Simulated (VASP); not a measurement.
# SiC (P6_3mc) in VASP: notebook

SiC is run at these levels: r2SCAN; tasks: single point.

All numbers are computed with VASP 6.6.1; they aren't measurements. Logs are shortened: lines on timing, memory, paths and dates and some standing lists are left out, and cuts for length are marked.

## 1. The cell of the first run

It takes space group P6_3mc (No. 186, hexagonal). The conventional cell has a = 3.058 Å, b = 3.058 Å, c = 5.019 Å, α = 90.00°, β = 90.00°, γ = 120.00°. Within 2.5 Å of Si (site symmetry 3m) lie 4 C at 1.87 to 1.89 Å. Within 2.5 Å of C (site symmetry 3m) lie 4 Si at 1.87 to 1.89 Å.

## 2. Single point, r2SCAN

Input file POSCAR:

```
SiC
1.0
    3.0581783022      0.0000000000      0.0000000000
   -1.5290891511      2.6484600990      0.0000000000
    0.0000000000      0.0000000000      5.0188700549
Si C
2 2
Direct
    0.3333333333      0.6666666667      0.4995816013
    0.6666666667      0.3333333333      0.9995816013
    0.3333333333      0.6666666667      0.8754183987
    0.6666666667      0.3333333333      0.3754183987
```

Input file INCAR.step1:

```
PREC     = Accurate       # precision mode
ENCUT    = 520            # plane-wave cutoff, eV
ISMEAR   = 0              # smearing method
SIGMA    = 0.02           # smearing width, eV
LREAL    = F              # projectors in reciprocal space
LASPH    = T              # aspherical terms in the spheres
NELM     = 100            # most SCF steps
NBANDS   = 16             # bands
GGA      = PE             # functional
ALGO     = Normal         # electronic algorithm
EDIFF    = 1E-4           # SCF threshold, eV
LWAVE    = T              # write WAVECAR
LCHARG   = F              # write CHGCAR
```

Input file INCAR.step2:

```
PREC     = Accurate       # precision mode
ENCUT    = 520            # plane-wave cutoff, eV
EDIFF    = 1E-7           # SCF threshold, eV
ISMEAR   = 0              # smearing method
SIGMA    = 0.02           # smearing width, eV
LREAL    = F              # projectors in reciprocal space
LASPH    = T              # aspherical terms in the spheres
NELM     = 100            # most SCF steps
ALGO     = Normal         # electronic algorithm
ISIF     = 2              # what is computed and relaxed
LWAVE    = F              # write WAVECAR
LCHARG   = F              # write CHGCAR
METAGGA  = R2SCAN         # meta-GGA
LMIXTAU  = T            
NBANDS   = 16             # bands
ISTART   = 1
```

Input file KPOINTS:

```
Automatic mesh
0
Gamma
  12 12 6
```

Potentials or basis: VASP PAW PBE potentials, release 64 (Si, C).

The run is started by

```
$ cat potpaw_PBE.64/Si/POTCAR potpaw_PBE.64/C/POTCAR > POTCAR
$ cp INCAR.step1 INCAR
$ mpirun -np 1 vasp_std > vasp.out
$ cp INCAR.step2 INCAR
$ mpirun -np 1 vasp_std > vasp.out
```

OUTCAR:

```text
PREC = Accurate
   ENCUT = 520
   EDIFF = 1E-7
   ISMEAR = 0
   LREAL = F
   LASPH = T
   NELM = 100
   ISIF = 2
   METAGGA = R2SCAN
   ISTART = 1

 ion  position               nearest neighbor table
   1  0.333  0.667  0.500-   4 1.87   4 1.87   4 1.87   3 1.89   2 3.07   2 3.07   2 3.07   2 3.07
                             2 3.07   2 3.07
   2  0.667  0.333  1.000-   3 1.87   3 1.87   3 1.87   4 1.89   1 3.07   1 3.07   1 3.07   1 3.07
                             1 3.07   1 3.07
   3  0.333  0.667  0.875-   2 1.87   2 1.87   2 1.87   1 1.89
   4  0.667  0.333  0.375-   1 1.87   1 1.87   1 1.87   2 1.89

  LATTYP: Found a hexagonal cell.
 ALAT       =     3.0581783022
 C/A-ratio  =     1.6411306206

  Lattice vectors:

 A1 = (   3.0581783022,   0.0000000000,   0.0000000000)
 A2 = (  -1.5290891511,   2.6484600990,   0.0000000000)
 A3 = (   0.0000000000,   0.0000000000,   5.0188700549)

Analysis of symmetry for initial positions (statically):
=====================================================================
 Subroutine PRICEL returns:
 Original cell was already a primitive cell.

 Routine SETGRP: Setting up the symmetry group for a
 hexagonal supercell.

 Subroutine GETGRP returns: Found 12 space group operations
 (whereof  6 operations were pure point group operations)
 out of a pool of 24 trial point group operations.

The static configuration has the point symmetry C_3v.
 The point group associated with its full space group is C_6v.

Analysis of symmetry for dynamics (positions and initial velocities):
=====================================================================
 Subroutine PRICEL returns:
 Original cell was already a primitive cell.

 Routine SETGRP: Setting up the symmetry group for a
 hexagonal supercell.

 Subroutine GETGRP returns: Found 12 space group operations
 (whereof  6 operations were pure point group operations)
 out of a pool of 24 trial point group operations.

The dynamic configuration has the point symmetry C_3v.
 The point group associated with its full space group is C_6v.

 Subroutine INISYM returns: Found 12 space group operations
 (whereof  6 operations are pure point group operations),
 and found     1 'primitive' translations

----------------------------------------------------------------------------------------

                                     Primitive cell

  volume of cell :      40.6502

  direct lattice vectors                    reciprocal lattice vectors
     3.058178302  0.000000000  0.000000000     0.326992053  0.188788950  0.000000000
    -1.529089151  2.648460099  0.000000000     0.000000000  0.377577899  0.000000000
     0.000000000  0.000000000  5.018870055     0.000000000  0.000000000  0.199248036

  length of vectors
     3.058178302  3.058178302  5.018870055     0.377577899  0.377577899  0.199248036

  position of ions in fractional coordinates (direct lattice)
     0.333333333  0.666666667  0.499581601
     0.666666667  0.333333333  0.999581601
     0.333333333  0.666666667  0.875418399
     0.666666667  0.333333333  0.375418399

  ion indices of the primitive-cell ions
   primitive index   ion index
                 1           1
                 2           2
                 3           3
                 4           4

----------------------------------------------------------------------------------------

 KPOINTS: Automatic mesh

Automatic generation of k-mesh.
 Grid dimensions read from file:
 generate k-points for:   12   12    6

 Generating k-lattice:

  Cartesian coordinates                     Fractional coordinates (reciprocal lattice)
     0.027249338  0.015732412  0.000000000     0.083333333 -0.000000000  0.000000000
     0.000000000  0.031464825  0.000000000     0.000000000  0.083333333  0.000000000
     0.000000000  0.000000000  0.033208006     0.000000000  0.000000000  0.166666667

  Length of vectors
     0.031464825  0.031464825  0.033208006

  Shift w.r.t. Gamma in fractional coordinates (k-lattice)
     0.000000000  0.000000000  0.000000000

 Subroutine IBZKPT returns following result:
 ===========================================

 Found     76 irreducible k-points:

 Following reciprocal coordinates:
            Coordinates               Weight
  0.000000  0.000000  0.000000      1.000000
  0.083333 -0.000000  0.000000      6.000000
  0.166667 -0.000000  0.000000      6.000000
  0.250000  0.000000  0.000000      6.000000
  0.333333 -0.000000  0.000000      6.000000
  0.416667  0.000000  0.000000      6.000000
[... 16 lines left out ...]
  0.250000  0.000000  0.166667     12.000000
  0.333333 -0.000000  0.166667     12.000000
 [... further k-points ...]
   k-points           NKPTS =     76   k-points in BZ     NKDIM =     76   number of bands    NBANDS=     16
   number of dos      NEDOS =    301   number of ions     NIONS =      4
   total plane-waves  NPLWV =  23040
   dimension x,y,z NGX =    24 NGY =   24 NGZ =   40
   dimension x,y,z NGXF=    48 NGYF=   48 NGZF=   80
   ions per type =               2   2
   NGX,Y,Z   is equivalent  to a cutoff of  13.05, 13.05, 13.25 a.u.
   NGXF,Y,Z  is equivalent  to a cutoff of  26.09, 26.09, 26.50 a.u.
 SYSTEM =  unknown system
   PREC   = accura    normal or accurate (medium, high low for compatibility)
   ISTART =      1    job   : 0-new  1-cont  2-samecut
   ICHARG =      0    charge: 1-file 2-atom 10-const
   ISPIN  =      1    spin polarized calculation?
   LNONCOLLINEAR =      F non collinear calculations
   LSORBIT =      F    spin-orbit coupling
   LASPH  =      T    aspherical Exc in radial PAW
   ENCUT  =  520.0 eV  38.22 Ry    6.18 a.u.   5.69  5.69  9.33*2*pi/ulx,y,z
   NELM   =    100;   NELMIN=  2; NELMDL=  0     # of ELM steps
   EDIFF  = 0.1E-06   stopping-criterion for ELM
   LREAL  =      F    real-space projection
   EDIFFG = 0.1E-05   stopping-criterion for IOM
   NSW    =      0    number of steps for IOM
   IBRION =     -1    ionic relax: 0-MD 1-quasi-New 2-CG
   NFREE  =      0    steps in history (QN), initial steepest desc. (CG)
   ISIF   =      2    stress and relaxation
   ISYM   =      2    0-nonsym 1-usesym 2-fastsym
   POTIM  = 0.5000    time-step for ionic-motion
   TEBEG  =    0.0;   TEEND  =   0.0 temperature during run
   PSTRESS=    0.0 pullay stress
   NELECT =      16.0000    total number of electrons
   NUPDOWN=      -1.0000    fix difference up-down
   EMIN   =  10.00;   EMAX   =-10.00  energy-range for DOS
   EFERMI =   0.00;   METHOD = LEGACY
   ISMEAR =     0;   SIGMA  =   0.02  broadening in eV -4-tet -1-fermi 0-gaus
   EFERMI_NEDOS =   21; number of points for ismear=-14 and -15
   IALGO  =     38    algorithm
   IMIX   =      4    mixing-type and parameters
     AMIX     =   0.40;   BMIX     =  1.00
     AMIX_MAG =   1.60;   BMIX_MAG =  1.00
  volume/ion in A,a.u.               =      10.16        68.58
  Fermi-wavevector in a.u.,A,eV,Ry     =   1.199759  2.267216 19.584528  1.439422
  Thomas-Fermi vector in A             =   2.335613
   LORBIT       =      0    0 simple, 1 ext, 2 COOP (PROOUT), +10 PAW based schemes
   METAGGA = R2SCAN    functional components
   LHFCALC =     F    Hartree Fock is set to
   AEXX    =    0.0000 exact exchange contribution
   IVDW    =     0    specifies the selected vdW correction
   LEPSILON=     F    determine dielectric tensor
   LRPA    =     F    only Hartree local field effects (RPA)
 non-spin polarized calculation
 Gauss-broadening in eV      SIGMA  =   0.02
  energy-cutoff  :      520.00
  volume of cell :       40.65
 maximum number of plane-waves:      1110
 NGX is ok and might be reduce to    24
   NGX = 11   NGY = 11   NGZ = 19

 number of electron      16.0000000 magnetization

 Free energy of the ion-electron system (eV)
  ---------------------------------------------------
  ext. energy  EPLUGINS =         0.00000000
  ---------------------------------------------------
  free energy    TOTEN  =       -38.62986621 eV

  energy without entropy =      -38.62986621  energy(sigma->0) =      -38.62986621

 E-fermi :   8.4467     XC(G=0): -12.0055

 val. band max:        8.3383426426   @ k =   0.0000   0.0000   0.0000
 cond. band min:      10.9743723478   @ k =   0.3333   0.3333   0.0000
 fundamental gap:      2.6360297051
 Fermi energy:         8.4466643589

 k-point     1 :       0.0000    0.0000    0.0000
  band No.  band energies     occupation
      1      -8.1544      2.00000
      2      -4.4614      2.00000
      3      -0.7503      2.00000
      4       6.9439      2.00000
      5       6.9439      2.00000
      6       8.2269      2.00000
[... 8 lines left out ...]
     15      18.0456      0.00000
     16      20.4418      0.00000

 k-point     2 :       0.0833   -0.0000    0.0000
  band No.  band energies     occupation
      1      -8.0278      2.00000
      2      -4.3547      2.00000
      3      -0.6329      2.00000
      4       6.2413      2.00000
      5       6.7215      2.00000
      6       7.8572      2.00000
[... 8 lines left out ...]
     15      18.3720      0.00000
     16      19.4616      0.00000

 k-point     3 :       0.1667   -0.0000    0.0000
  band No.  band energies     occupation
      1      -7.6516      2.00000
      2      -4.0452      2.00000
      3      -0.2896      2.00000
      4       4.6940      2.00000
      5       6.2178      2.00000
      6       6.6890      2.00000
[... 8 lines left out ...]
     15      18.6916      0.00000
     16      19.0354      0.00000

 k-point     4 :       0.2500    0.0000    0.0000
  band No.  band energies     occupation
      1      -7.0386      2.00000
      2      -3.5754      2.00000
      3       0.2333      2.00000
      4       2.9967      2.00000
      5       5.2305      2.00000
      6       5.6702      2.00000
[... 8 lines left out ...]
     15      19.3262      0.00000
     16      19.9764      0.00000

 k-point     5 :       0.3333   -0.0000    0.0000
  band No.  band energies     occupation
      1      -6.2200      2.00000
      2      -3.0785      2.00000
      3       0.6140      2.00000
      4       1.8255      2.00000
      5       3.7487      2.00000
      6       5.2169      2.00000
[... 8 lines left out ...]
     15      20.2414      0.00000
     16      21.5874      0.00000

 k-point     6 :       0.4167    0.0000    0.0000
  band No.  band energies     occupation
      1      -5.2900      2.00000
      2      -2.9354      2.00000
      3       0.2288      2.00000
      4       2.1201      2.00000
      5       2.5096      2.00000
      6       4.9250      2.00000
[... 8 lines left out ...]
     15      20.4207      0.00000
     16      21.7626      0.00000
[... 267 lines left out ...]
 k-point    21 :       0.0833   -0.0000    0.1667
  band No.  band energies     occupation
      1      -7.8856      2.00000
      2      -4.8947      2.00000
      3       0.1348      2.00000
      4       6.3365      2.00000
      5       6.8078      2.00000
      6       7.2682      2.00000
[... 8 lines left out ...]
     15      18.0575      0.00000
     16      20.0326      0.00000

 k-point    22 :       0.1667   -0.0000    0.1667
  band No.  band energies     occupation
      1      -7.5107      2.00000
      2      -4.5663      2.00000
      3       0.4377      2.00000
      4       4.8222      2.00000
      5       6.2872      2.00000
      6       6.3139      2.00000
[... 8 lines left out ...]
     15      18.9022      0.00000
     16      19.4103      0.00000

 k-point    23 :       0.2500    0.0000    0.1667
  band No.  band energies     occupation
      1      -6.9001      2.00000
      2      -4.0551      2.00000
      3       0.8320      2.00000
      4       3.2128      2.00000
      5       4.8257      2.00000
      6       5.7738      2.00000
[... 8 lines left out ...]
     15      19.9771      0.00000
     16      20.0866      0.00000

 k-point    24 :       0.3333   -0.0000    0.1667
  band No.  band energies     occupation
      1      -6.0864      2.00000
      2      -3.4630      2.00000
      3       0.6947      2.00000
      4       2.4380      2.00000
      5       3.3257      2.00000
      6       5.3249      2.00000
[... 8 lines left out ...]
     15      20.7194      0.00000
     16      21.4194      0.00000

 [... further k-points ...]
[... 5 lines left out ...]
  --------------------------------------------------------------------------------------
  -------------------------------------------------------------------------------------
  Total        0.9631299      0.9631299      0.9711908     -0.0000000      0.0000000      0.0000000
  in kB       37.9606168     37.9606168     38.2783283     -0.0000000      0.0000000      0.0000000
  external PRESSURE =      38.0665206 kB  Pullay stress =       0.0000000 kB

 VOLUME and BASIS-vectors are now :
 -----------------------------------------------------------------------------
  energy-cutoff  :      520.00
  volume of cell :       40.65
      direct lattice vectors                 reciprocal lattice vectors
     3.058178302  0.000000000  0.000000000     0.326992053  0.188788950  0.000000000
    -1.529089151  2.648460099  0.000000000     0.000000000  0.377577899  0.000000000
     0.000000000  0.000000000  5.018870055     0.000000000  0.000000000  0.199248036

 POSITION                                       TOTAL-FORCE (eV/Angst)
 -----------------------------------------------------------------------------------
     -0.00000      1.76564      2.50734         0.000000     -0.000000      0.003852
      1.52909      0.88282      5.01677        -0.000000      0.000000      0.003852
     -0.00000      1.76564      4.39361         0.000000     -0.000000     -0.003852
      1.52909      0.88282      1.88418         0.000000      0.000000     -0.003852
 -----------------------------------------------------------------------------------
    total drift:                                0.000000      0.000000      0.000582

  FREE ENERGIE OF THE ION-ELECTRON SYSTEM (eV)
  ---------------------------------------------------
  free  energy   TOTEN  =       -38.6298662074 eV

  energy  without entropy=      -38.6298662074  energy(sigma->0) =      -38.62986621
```

It took 1.9 min on 1 thread of AMD EPYC 9R45 (Zen 5), shared host; peak memory 0.16 GiB.

Results:

- Free energy: -38.6299 eV
- Pressure: 3.8 GPa
- Largest force: 0.004 eV/Å
- Band gap on the k mesh: 2.64 eV, indirect (least direct gap 4.52 eV)

Forces on the atoms (eV/Å):
```
Si   0.000  0.000  0.004
Si   0.000  0.000  0.004
C    0.000  0.000 -0.004
C    0.000  0.000 -0.004
```

Levels at points of the mesh, in eV from the valence-band top:
```csv
k point,band 6,band 7,band 8,band 9,band 10,band 11
"(0.00, 0.00, 0.00)",-0.11,0.00,0.00,5.53,6.97,7.30
"(0.50, 0.00, 0.00)",-3.51,-3.41,-1.26,3.26,4.69,7.61
"(0.00, 0.00, 0.50)",-0.75,-0.75,-0.75,6.65,6.65,7.99
"(0.50, 0.00, 0.50)",-2.58,-2.46,-2.46,3.77,3.77,5.88
```

Caveat: the PAW data sets were made with another functional, which shifts forces and pressure a little. r2SCAN opens gaps a little over a GGA but as a rule still falls short of measured ones.

## 3. Single point, r2SCAN

POSCAR is that of step 2.

Input file INCAR.step1:

```
SYSTEM = SiC
  PREC = Accurate
  ENCUT = 520
  ISMEAR = 0
  SIGMA = 0.02
  LREAL = .FALSE.
  LASPH = .TRUE.
  NELM = 60
  NBANDS = 16
  GGA = PE
  ALGO = Normal
  EDIFF = 1E-4
  LWAVE = .TRUE.
  LCHARG = .FALSE.
```

Input file INCAR.step2:

```
SYSTEM = SiC
  PREC = Accurate
  ENCUT = 520
  EDIFF = 1E-7
  ISMEAR = 0
  SIGMA = 0.02
  LREAL = .FALSE.
  LASPH = .TRUE.
  NELM = 60
  ALGO = Normal
  ISIF = 2
  LWAVE = .FALSE.
  LCHARG = .FALSE.
  METAGGA = R2SCAN
  LMIXTAU = .TRUE.
  NBANDS = 16
  ISTART = 1
```

Input file KPOINTS:

```
Automatic mesh
0
G
  12 12 6
  0 0 0
```

Potentials or basis: VASP PAW PBE potentials, release 64 (Si, C).

The run is started by

```
$ cat potpaw_PBE.64/Si/POTCAR potpaw_PBE.64/C/POTCAR > POTCAR
$ cp INCAR.step1 INCAR
$ mpirun -np 1 vasp_std > vasp.out
$ cp INCAR.step2 INCAR
$ mpirun -np 1 vasp_std > vasp.out
```

It took 2 min on 1 thread of AMD EPYC 9R45 (Zen 5), shared host; peak memory 0.15 GiB.

The run converged. Its results:

```yaml
Free_energy: -38.6299 eV
Pressure: 3.8 GPa
Largest_force: 0.004 eV/Å
Band_gap_on_the_k_mesh: 2.64 eV, indirect (least direct gap 4.52 eV)
```

Forces in eV/Å, atoms in the order of the input:
```
Si   0.000  0.000  0.004
Si   0.000  0.000  0.004
C    0.000  0.000 -0.004
C    0.000  0.000 -0.004
```

Levels at points of the mesh, in eV from the valence-band top:
```csv
k point,band 5,band 6,band 7,band 8,band 9,band 10,band 11,band 12
"(0.00, 0.00, 0.00)",-1.39,-0.11,0.00,0.00,5.53,6.97,7.30,7.30
"(0.50, 0.00, 0.00)",-5.68,-3.51,-3.41,-1.26,3.26,4.69,7.61,7.72
"(0.00, 0.00, 0.50)",-0.75,-0.75,-0.75,-0.75,6.65,6.65,7.99,7.99
"(0.50, 0.00, 0.50)",-2.58,-2.58,-2.46,-2.46,3.77,3.77,5.88,5.88
```

Caveat: the PAW data sets were made with another functional, which shifts forces and pressure a little. r2SCAN opens gaps a little over a GGA but as a rule still falls short of measured ones.

[end of part 1 of 2]
